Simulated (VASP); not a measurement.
# As3O2 (P6_3/mmc) in VASP: further runs

Runs on As3O2. Level: PBE. Tasks: single point, relaxation of cell and atoms.

Everything below comes from runs of VASP 6.6.1. Logs are shortened: lines on timing, memory, paths and dates and some standing lists are left out, and cuts for length are marked.

## 1. The cell of the first run

Symmetry: P6_3/mmc, No. 194, hexagonal system. Conventional cell: a = 3.189 Å, b = 3.189 Å, c = 18.324 Å, α = 90.00°, β = 90.00°, γ = 120.00°. Within 3.3 Å of As (site symmetry 3m) lie 9 As at 2.50 to 3.19 Å and 3 O at 3.14 Å. As (site symmetry -6m2) has 6 O at 2.19 Å within 2.9 Å. Within 2.9 Å of O (site symmetry 3m) lie 3 As at 2.19 Å and 1 O at 2.38 Å.

The cell was generated, and may not be a known phase.

## 2. Single point, PBE

File INCAR:

```
SYSTEM = As3O2
ALGO = Fast ; EDIFF = 1E-7
ENCUT = 520 ; GGA = PE
ISIF = 2 ; ISMEAR = 0
LASPH = .True. ; LCHARG = .True.
LELF = .True. ; LREAL = .False.
LVHAR = .True. ; LWAVE = .False.
NBANDS = 38 ; NELM = 100
PREC = Accurate ; SIGMA = 0.1
```

File KPOINTS:

```
k-points
0
Gamma
  12 12 2
  0 0 0
```

File POSCAR:

```
As3O2
1.0
    3.1892738035      0.0000000000      0.0000000000
   -1.5946369017      2.7619921334      0.0000000000
    0.0000000000      0.0000000000     18.3244348008
As O
6 4
Direct
    0.3333333333      0.6666666667      0.9536993273
    0.6666666667      0.3333333333      0.4536993273
    0.3333333333      0.6666666667      0.5463006727
    0.6666666667      0.3333333333      0.0463006727
    0.3333333333      0.6666666667      0.7500000000
    0.6666666667      0.3333333333      0.2500000000
    0.3333333333      0.6666666667      0.1851354901
    0.6666666667      0.3333333333      0.6851354901
    0.3333333333      0.6666666667      0.3148645099
    0.6666666667      0.3333333333      0.8148645099
```

Potentials or basis: VASP PAW PBE potentials, release 64 (As, O).

Started as:

```console
> cat potpaw_PBE.64/As/POTCAR potpaw_PBE.64/O/POTCAR > POTCAR
> mpirun -np 1 vasp_std > vasp.out
```

OUTCAR:

```text
SYSTEM = As3O2
   EDIFF = 1E-7
   ENCUT = 520
   GGA = PE
   ISIF = 2
   ISMEAR = 0
   LASPH = .True.
   LREAL = .False.
   NELM = 100
   PREC = Accurate

 ion  position               nearest neighbor table
   1  0.333  0.667  0.954-   4 2.50   4 2.50   4 2.50
   2  0.667  0.333  0.454-   3 2.50   3 2.50   3 2.50
   3  0.333  0.667  0.546-   2 2.50   2 2.50   2 2.50
   4  0.667  0.333  0.046-   1 2.50   1 2.50   1 2.50
   5  0.333  0.667  0.750-   8 2.19  10 2.19   8 2.19  10 2.19   8 2.19  10 2.19
   6  0.667  0.333  0.250-   7 2.19   9 2.19   7 2.19   9 2.19   7 2.19   9 2.19
   7  0.333  0.667  0.185-   6 2.19   6 2.19   6 2.19
   8  0.667  0.333  0.685-   5 2.19   5 2.19   5 2.19
   9  0.333  0.667  0.315-   6 2.19   6 2.19   6 2.19
  10  0.667  0.333  0.815-   5 2.19   5 2.19   5 2.19

  LATTYP: Found a hexagonal cell.
 ALAT       =     3.1892738035
 C/A-ratio  =     5.7456449116

  Lattice vectors:

 A1 = (   3.1892738035,   0.0000000000,   0.0000000000)
 A2 = (  -1.5946369017,   2.7619921334,   0.0000000000)
 A3 = (   0.0000000000,   0.0000000000,  18.3244348008)

Analysis of symmetry for initial positions (statically):
=====================================================================
 Subroutine PRICEL returns:
 Original cell was already a primitive cell.

 Routine SETGRP: Setting up the symmetry group for a
 hexagonal supercell.

 Subroutine GETGRP returns: Found 24 space group operations
 (whereof 12 operations were pure point group operations)
 out of a pool of 24 trial point group operations.

The static configuration has the point symmetry D_3d.
 The point group associated with its full space group is D_6h.

Analysis of symmetry for dynamics (positions and initial velocities):
=====================================================================
 Subroutine PRICEL returns:
 Original cell was already a primitive cell.

 Routine SETGRP: Setting up the symmetry group for a
 hexagonal supercell.

 Subroutine GETGRP returns: Found 24 space group operations
 (whereof 12 operations were pure point group operations)
 out of a pool of 24 trial point group operations.

The dynamic configuration has the point symmetry D_3d.
 The point group associated with its full space group is D_6h.

 Subroutine INISYM returns: Found 24 space group operations
 (whereof 12 operations are pure point group operations),
 and found     1 'primitive' translations

----------------------------------------------------------------------------------------

                                     Primitive cell

  volume of cell :     161.4153

  direct lattice vectors                    reciprocal lattice vectors
     3.189273803  0.000000000  0.000000000     0.313551003  0.181028756  0.000000000
    -1.594636902  2.761992133  0.000000000     0.000000000  0.362057512  0.000000000
     0.000000000  0.000000000 18.324434801     0.000000000  0.000000000  0.054571942

  length of vectors
     3.189273803  3.189273803 18.324434801     0.362057512  0.362057512  0.054571942

  position of ions in fractional coordinates (direct lattice)
     0.333333333  0.666666667  0.953699327
     0.666666667  0.333333333  0.453699327
     0.333333333  0.666666667  0.546300673
     0.666666667  0.333333333  0.046300673
     0.333333333  0.666666667  0.750000000
     0.666666667  0.333333333  0.250000000
     0.333333333  0.666666667  0.185135490
     0.666666667  0.333333333  0.685135490
     0.333333333  0.666666667  0.314864510
     0.666666667  0.333333333  0.814864510

  ion indices of the primitive-cell ions
   primitive index   ion index
                 1           1
                 2           2
                 3           3
                 4           4
                 5           5
                 6           6
                 7           7
                 8           8
                 9           9
                10          10

----------------------------------------------------------------------------------------

 KPOINTS: k-points

Automatic generation of k-mesh.
 Grid dimensions read from file:
 generate k-points for:   12   12    2

 Generating k-lattice:

  Cartesian coordinates                     Fractional coordinates (reciprocal lattice)
     0.026129250  0.015085730  0.000000000     0.083333333  0.000000000  0.000000000
     0.000000000  0.030171459  0.000000000     0.000000000  0.083333333  0.000000000
     0.000000000  0.000000000  0.027285971     0.000000000  0.000000000  0.500000000

  Length of vectors
     0.030171459  0.030171459  0.027285971

  Shift w.r.t. Gamma in fractional coordinates (k-lattice)
     0.000000000  0.000000000  0.000000000

 Subroutine IBZKPT returns following result:
 ===========================================

 Found     38 irreducible k-points:

 Following reciprocal coordinates:
            Coordinates               Weight
  0.000000  0.000000  0.000000      1.000000
  0.083333 -0.000000  0.000000      6.000000
  0.166667 -0.000000  0.000000      6.000000
  0.250000  0.000000  0.000000      6.000000
  0.333333 -0.000000  0.000000      6.000000
  0.416667  0.000000  0.000000      6.000000
[... 16 lines left out ...]
  0.250000  0.000000  0.500000      6.000000
  0.333333 -0.000000  0.500000      6.000000
 [... further k-points ...]
   k-points           NKPTS =     38   k-points in BZ     NKDIM =     38   number of bands    NBANDS=     38
   number of dos      NEDOS =    301   number of ions     NIONS =     10
   total plane-waves  NPLWV =  80640
   dimension x,y,z NGX =    24 NGY =   24 NGZ =  140
   dimension x,y,z NGXF=    48 NGYF=   48 NGZF=  280
   ions per type =               6   4
   NGX,Y,Z   is equivalent  to a cutoff of  12.51, 12.51, 12.70 a.u.
   NGXF,Y,Z  is equivalent  to a cutoff of  25.02, 25.02, 25.40 a.u.
 SYSTEM =  As3O2
   PREC   = accura    normal or accurate (medium, high low for compatibility)
   ISTART =      0    job   : 0-new  1-cont  2-samecut
   ICHARG =      2    charge: 1-file 2-atom 10-const
   ISPIN  =      1    spin polarized calculation?
   LNONCOLLINEAR =      F non collinear calculations
   LSORBIT =      F    spin-orbit coupling
   LASPH  =      T    aspherical Exc in radial PAW
   ENCUT  =  520.0 eV  38.22 Ry    6.18 a.u.   5.93  5.93 34.07*2*pi/ulx,y,z
   NELM   =    100;   NELMIN=  2; NELMDL= -5     # of ELM steps
   EDIFF  = 0.1E-06   stopping-criterion for ELM
   LREAL  =      F    real-space projection
   EDIFFG = 0.1E-05   stopping-criterion for IOM
   NSW    =      0    number of steps for IOM
   IBRION =     -1    ionic relax: 0-MD 1-quasi-New 2-CG
   NFREE  =      0    steps in history (QN), initial steepest desc. (CG)
   ISIF   =      2    stress and relaxation
   ISYM   =      2    0-nonsym 1-usesym 2-fastsym
   POTIM  = 0.5000    time-step for ionic-motion
   TEBEG  =    0.0;   TEEND  =   0.0 temperature during run
   PSTRESS=    0.0 pullay stress
   NELECT =      54.0000    total number of electrons
   NUPDOWN=      -1.0000    fix difference up-down
   EMIN   =  10.00;   EMAX   =-10.00  energy-range for DOS
   EFERMI =   0.00;   METHOD = LEGACY
   ISMEAR =     0;   SIGMA  =   0.10  broadening in eV -4-tet -1-fermi 0-gaus
   EFERMI_NEDOS =   21; number of points for ismear=-14 and -15
   IALGO  =     68    algorithm
   IMIX   =      4    mixing-type and parameters
     AMIX     =   0.40;   BMIX     =  1.00
     AMIX_MAG =   1.60;   BMIX_MAG =  1.00
  volume/ion in A,a.u.               =      16.14       108.93
  Fermi-wavevector in a.u.,A,eV,Ry     =   1.136470  2.147616 17.572782  1.291563
  Thomas-Fermi vector in A             =   2.273175
   LORBIT       =      0    0 simple, 1 ext, 2 COOP (PROOUT), +10 PAW based schemes
   GGA     = PE    functional components
   LHFCALC =     F    Hartree Fock is set to
   AEXX    =    0.0000 exact exchange contribution
   IVDW    =     0    specifies the selected vdW correction
   LEPSILON=     F    determine dielectric tensor
   LRPA    =     F    only Hartree local field effects (RPA)
 non-spin polarized calculation
 RMM-DIIS sequential band-by-band and
 Gauss-broadening in eV      SIGMA  =   0.10
  energy-cutoff  :      520.00
  volume of cell :      161.42
 maximum number of plane-waves:      4386
 NGX is ok and might be reduce to    24
   NGX = 11   NGY = 11   NGZ = 69

 number of electron      53.9999989 magnetization

 Free energy of the ion-electron system (eV)
  ---------------------------------------------------
  ext. energy  EPLUGINS =         0.00000000
  ---------------------------------------------------
  free energy    TOTEN  =       -48.71514408 eV

  energy without entropy =      -48.69357134  energy(sigma->0) =      -48.70435771

 E-fermi :   4.1423     XC(G=0): -10.1516

 val. band max:        4.1310574236   @ k =   0.2500   0.1667   0.0000
 cond. band min:       4.1615757590   @ k =   0.4167   0.1667   0.5000
 fundamental gap:      0.0305183354
 Fermi energy:         4.1422887452

 k-point     1 :       0.0000    0.0000    0.0000
  band No.  band energies     occupation
      1     -15.0914      2.00000
      2     -15.0899      2.00000
      3     -13.1560      2.00000
      4     -13.1470      2.00000
      5     -10.8741      2.00000
      6     -10.8540      2.00000
[... 30 lines left out ...]
     37       8.8975      0.00000
     38       9.0814      0.00000

 k-point     2 :       0.0833   -0.0000    0.0000
  band No.  band energies     occupation
      1     -15.0237      2.00000
      2     -15.0222      2.00000
      3     -13.1189      2.00000
      4     -13.1107      2.00000
      5     -10.7477      2.00000
      6     -10.7289      2.00000
[... 30 lines left out ...]
     37       9.0459      0.00000
     38       9.1482      0.00000

 k-point     3 :       0.1667   -0.0000    0.0000
  band No.  band energies     occupation
      1     -14.8304      2.00000
      2     -14.8291      2.00000
      3     -13.0157      2.00000
      4     -13.0095      2.00000
      5     -10.3708      2.00000
      6     -10.3554      2.00000
[... 30 lines left out ...]
     37       9.2189      0.00000
     38       9.2594      0.00000

 k-point     4 :       0.2500    0.0000    0.0000
  band No.  band energies     occupation
      1     -14.5428      2.00000
      2     -14.5418      2.00000
      3     -12.8698      2.00000
      4     -12.8660      2.00000
      5      -9.7526      2.00000
      6      -9.7416      2.00000
[... 30 lines left out ...]
     37       9.2209      0.00000
     38       9.3135      0.00000
[... 703 lines left out ...]
      4     -13.0126      2.00000
      5     -10.3631      2.00000
      6     -10.3631      2.00000
[... 30 lines left out ...]
     37       9.2245      0.00000
     38       9.2272      0.00000

 k-point    23 :       0.2500    0.0000    0.5000
  band No.  band energies     occupation
      1     -14.5423      2.00000
      2     -14.5423      2.00000
      3     -12.8679      2.00000
      4     -12.8679      2.00000
      5      -9.7472      2.00000
      6      -9.7472      2.00000
[... 30 lines left out ...]
     37       9.2384      0.00000
     38       9.2555      0.00000

 k-point    24 :       0.3333   -0.0000    0.5000
  band No.  band energies     occupation
      1     -14.2203      2.00000
      2     -14.2203      2.00000
      3     -12.7168      2.00000
      4     -12.7168      2.00000
      5      -8.9151      2.00000
      6      -8.9151      2.00000
[... 30 lines left out ...]
     37       8.8060      0.00000
     38       8.8107      0.00000

 [... further k-points ...]

------------------------ aborting loop because EDIFF is reached ----------------------------------------

  FORCE on cell =-STRESS in cart. coord.  units (eV):
  Direction    XX          YY          ZZ          XY          YZ          ZX
  --------------------------------------------------------------------------------------
  -------------------------------------------------------------------------------------
  Total        0.1495779      0.1495779      0.2872524      0.0000000     -0.0000000     -0.0000000
  in kB        1.4846812      1.4846812      2.8512118      0.0000000     -0.0000000     -0.0000000
  external PRESSURE =       1.9401914 kB  Pullay stress =       0.0000000 kB

 VOLUME and BASIS-vectors are now :
 -----------------------------------------------------------------------------
  energy-cutoff  :      520.00
  volume of cell :      161.42
      direct lattice vectors                 reciprocal lattice vectors
     3.189273803  0.000000000  0.000000000     0.313551003  0.181028756  0.000000000
    -1.594636902  2.761992133  0.000000000     0.000000000  0.362057512  0.000000000
     0.000000000  0.000000000 18.324434801     0.000000000  0.000000000  0.054571942

 POSITION                                       TOTAL-FORCE (eV/Angst)
 -----------------------------------------------------------------------------------
     -0.00000      1.84133     17.47600        -0.000000     -0.000000     -0.095333
      1.59464      0.92066      8.31378        -0.000000      0.000000     -0.095333
     -0.00000      1.84133     10.01065         0.000000     -0.000000      0.095333
      1.59464      0.92066      0.84843        -0.000000      0.000000      0.095333
     -0.00000      1.84133     13.74333        -0.000000      0.000000      0.000000
      1.59464      0.92066      4.58111         0.000000      0.000000      0.000000
     -0.00000      1.84133      3.39250        -0.000000      0.000000     -0.009999
      1.59464      0.92066     12.55472         0.000000     -0.000000     -0.009999
     -0.00000      1.84133      5.76971        -0.000000      0.000000      0.009999
      1.59464      0.92066     14.93193        -0.000000      0.000000      0.009999
 -----------------------------------------------------------------------------------
    total drift:                               -0.000000      0.000000      0.000000

  FREE ENERGIE OF THE ION-ELECTRON SYSTEM (eV)
  ---------------------------------------------------
  free  energy   TOTEN  =       -48.7151440805 eV

  energy  without entropy=      -48.6935713383  energy(sigma->0) =      -48.70435771
```

Run time: 9.6 min. Hardware: 1 thread of Oxide Virtual Turin-like, shared host; peak memory 0.32 GiB.

What came out:

* Free energy: -48.7151 eV
* Pressure: 0.2 GPa
* Largest force: 0.095 eV/Å
* Band gap on the k mesh: zero (bands 27 and 28 overlap by 2.61 eV)

Forces in eV/Å, atoms in the order of the input:
```
As   0.000  0.000 -0.095
As   0.000  0.000 -0.095
As   0.000  0.000  0.095
As   0.000  0.000  0.095
As   0.000  0.000  0.000
As   0.000  0.000  0.000
O    0.000  0.000 -0.010
O    0.000  0.000 -0.010
O    0.000  0.000  0.010
O    0.000  0.000  0.010
```

Levels at points of the mesh, in eV from the Fermi level:
```tsv
k point	band 23	band 24	band 25	band 26	band 27	band 28	band 29	band 30
(0.00, 0.00, 0.00)	-0.51	-0.35	1.79	1.89	1.89	1.90	1.90	2.46
(0.50, 0.00, 0.00)	-1.14	-0.93	-0.90	-0.80	-0.78	-0.67	1.47	2.04
(0.00, 0.00, 0.50)	-0.45	-0.45	1.90	1.90	1.90	1.90	2.12	2.12
(0.50, 0.00, 0.50)	-0.98	-0.98	-0.92	-0.92	-0.72	-0.72	1.66	1.66
```

## 3. Relaxation of cell and atoms, PBE

This run uses another cell than the first one, of 15.88 Å³/atom.

File INCAR:

```
SYSTEM = As3O2
PREC = Accurate ; ENCUT = 600
EDIFF = 1E-6 ; ISMEAR = 0
SIGMA = 0.1 ; LREAL = .False.
LASPH = .True. ; NELM = 60
ALGO = Fast ; ISIF = 3
LWAVE = .False. ; LCHARG = .False.
GGA = PE ; IBRION = 2
NSW = 100 ; EDIFFG = -0.01
```

File KPOINTS:

```
regular mesh
0
Gamma
  12 12 2
  0 0 0
```

File POSCAR:

```
As3O2
1.0
    3.2100728125      0.0000000000      0.0000000000
   -1.6050364062      2.7800046036      0.0000000000
    0.0000000000      0.0000000000     17.7985866683
As O
6 4
Direct
    0.3333333333      0.6666666667      0.9526653125
    0.6666666667      0.3333333333      0.4526653125
    0.3333333333      0.6666666667      0.5473346875
    0.6666666667      0.3333333333      0.0473346875
    0.3333333333      0.6666666667      0.7500000000
    0.6666666667      0.3333333333      0.2500000000
    0.3333333333      0.6666666667      0.1825343750
    0.6666666667      0.3333333333      0.6825343750
    0.3333333333      0.6666666667      0.3174656250
    0.6666666667      0.3333333333      0.8174656250
```

Potentials or basis: VASP PAW PBE potentials, release 64 (As, O).

Started as:

```console
> cat potpaw_PBE.64/As/POTCAR potpaw_PBE.64/O/POTCAR > POTCAR
> mpirun -np 1 vasp_std > vasp.out
```

It took 46 min on 1 thread of Oxide Virtual Turin-like, shared host; peak memory 0.43 GiB.

It converged, with:

```yaml
Free_energy: -48.7207 eV
Relaxed_volume: 16.08 Å³/atom
Relaxed_cell: a = 3.191 Å, b = 3.191 Å, c = 18.242 Å, α = 90.00°, β = 90.00°, γ = 120.00°
Space_group_after_relaxing_to_0.1_Å: P6_3/mmc (No. 194)
Energy_gained_by_relaxing: 1.4 meV/atom
Ionic_steps: 12
Pressure_after_relaxing: 0.0 GPa
Largest_force_after_relaxing: 0.008 eV/Å
Band_gap_on_the_k_mesh: zero (bands 27 and 28 overlap by 2.66 eV)
```

Forces in eV/Å, atoms in the order of the input:
```
As   0.000  0.000 -0.006
As   0.000  0.000 -0.006
As   0.000  0.000  0.006
As   0.000  0.000  0.006
As   0.000  0.000  0.000
As   0.000  0.000  0.000
O    0.000  0.000  0.008
O    0.000  0.000  0.008
O    0.000  0.000 -0.008
O    0.000  0.000 -0.008
```

Step by step:
```tsv
step	energy change (eV)	largest force (eV/Å)	pressure (GPa)	volume (Å³)
1	0.0000	0.1110	-0.01	158.83
2	-0.0033	0.0592	-0.09	158.82
3	-0.0037	0.0564	-0.13	158.81
4	-0.0049	0.0396	0.18	158.46
5	-0.0051	0.0311	0.37	158.28
6	-0.0061	0.0344	0.36	158.41
7	-0.0084	0.0463	0.32	158.79
8	-0.0109	0.0783	0.28	159.55
9	-0.0131	0.0280	0.12	160.32
10	-0.0136	0.0128	-0.01	160.95
11	-0.0136	0.0109	-0.01	160.92
12	-0.0136	0.0079	0.01	160.85
```

Final structure:
```cif
data_structure
_symmetry_space_group_name_H-M 'P 1'
_symmetry_Int_Tables_number 1
_cell_length_a 3.1908
_cell_length_b 3.1908
_cell_length_c 18.2422
_cell_angle_alpha 90.000
_cell_angle_beta 90.000
_cell_angle_gamma 120.000
_cell_volume 160.85
loop_
_atom_site_label
_atom_site_type_symbol
_atom_site_fract_x
_atom_site_fract_y
_atom_site_fract_z
_atom_site_occupancy
As1 As 0.33333 0.66667 0.95328 1
As2 As 0.66667 0.33333 0.45328 1
As3 As 0.33333 0.66667 0.54672 1
As4 As 0.66667 0.33333 0.04672 1
As5 As 0.33333 0.66667 0.75000 1
As6 As 0.66667 0.33333 0.25000 1
O1 O 0.33333 0.66667 0.18477 1
O2 O 0.66667 0.33333 0.68477 1
O3 O 0.33333 0.66667 0.31523 1
O4 O 0.66667 0.33333 0.81523 1
```

Levels at points of the mesh, in eV from the Fermi level:
| k point | band 22 | band 23 | band 24 | band 25 | band 26 | band 27 | band 28 | band 29 | band 30 | band 31 |
| --- | --- | --- | --- | --- | --- | --- | --- | --- | --- | --- |
| (0.00, 0.00, 0.00) | -1.38 | -0.50 | -0.29 | 1.78 | 1.94 | 1.94 | 1.94 | 1.94 | 2.48 | 4.41 |
| (0.50, 0.00, 0.00) | -2.10 | -1.16 | -0.88 | -0.84 | -0.81 | -0.79 | -0.66 | 1.46 | 2.04 | 2.10 |
| (0.00, 0.00, 0.50) | -1.52 | -0.42 | -0.42 | 1.94 | 1.94 | 1.94 | 1.94 | 2.13 | 2.13 | 4.42 |
| (0.50, 0.00, 0.50) | -2.11 | -0.99 | -0.99 | -0.86 | -0.86 | -0.72 | -0.72 | 1.66 | 1.66 | 2.44 |

The gap in the log of VASP goes by the Fermi energy; the results here count the filled bands.